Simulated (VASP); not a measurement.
Here is a VASP 6.6.1 calculation.

File INCAR:

```
ALGO = Normal
EDIFF = 1E-7
ENCUT = 520
ISIF = 2
ISMEAR = 0
LASPH = True
LCHARG = False
LREAL = Auto
LWAVE = False
NBANDS = 82
NELM = 100
PREC = Accurate
SIGMA = 0.02
```

KPOINTS

```
k-points
0
Gamma
  6 4 4
```

File POSCAR:

```
SiO2
1.0
    4.9250331706      0.0000000000      0.0000000000
    0.0000000000      8.7368390117      0.0000000000
    0.0000000000      0.0000000000      8.5751231425
Si O
8 16
Direct
    0.9324151960      0.1718324129      0.1834776664
    0.0675848040      0.8281675871      0.1834776664
    0.4324151960      0.3281675871      0.3165223336
    0.9324151960      0.1718324129      0.8165223336
    0.0675848040      0.8281675871      0.8165223336
    0.4324151960      0.3281675871      0.6834776664
    0.5675848040      0.6718324129      0.3165223336
    0.5675848040      0.6718324129      0.6834776664
    0.0126557350      0.8104269769      0.0000000000
    0.5000000000      0.5000000000      0.2621774317
    0.5126557350      0.6895730231      0.5000000000
    0.9873442650      0.1895730231      0.0000000000
    0.1199093766      0.2905935517      0.7218979543
    0.8800906234      0.7094064483      0.7218979543
    0.0000000000      0.0000000000      0.7621774317
    0.6199093766      0.2094064483      0.2218979543
    0.3800906234      0.7905935517      0.2218979543
    0.5000000000      0.5000000000      0.7378225683
    0.3800906234      0.7905935517      0.7781020457
    0.1199093766      0.2905935517      0.2781020457
    0.6199093766      0.2094064483      0.7781020457
    0.4873442650      0.3104269769      0.5000000000
    0.0000000000      0.0000000000      0.2378225683
    0.8800906234      0.7094064483      0.2781020457
```

Potentials or basis: VASP PAW LDA potentials, release 64 (Si, O).

Run with:

```console
$ cat potpaw_LDA.64/Si/POTCAR potpaw_LDA.64/O/POTCAR > POTCAR
$ mpirun -np 1 vasp_std > vasp.out
```

Estimate the pressure.

0.5 GPa.

Estimate the band gap on the k mesh.

5.56 eV (least direct gap 5.61 eV).

Forces in eV/Å, atoms in the order of the input:
```
Si  -0.011  0.004  0.010
Si   0.011 -0.004  0.010
Si  -0.011 -0.004 -0.010
Si  -0.011  0.004 -0.010
Si   0.011 -0.004 -0.010
Si  -0.011 -0.004  0.010
Si   0.011  0.004 -0.010
Si   0.011  0.004  0.010
O   -0.012  0.001  0.000
O    0.000  0.000 -0.018
O   -0.012 -0.001  0.000
O    0.012 -0.001  0.000
O   -0.019  0.018 -0.013
O    0.019 -0.018 -0.013
O    0.000  0.000 -0.018
O   -0.019 -0.018 -0.013
O    0.019  0.018 -0.013
O    0.000  0.000  0.018
O    0.019  0.018  0.013
O   -0.019  0.018  0.013
O   -0.019 -0.018  0.013
O    0.012  0.001  0.000
O    0.000  0.000  0.018
O    0.019 -0.018  0.013
```

A k mesh can miss the band edges.
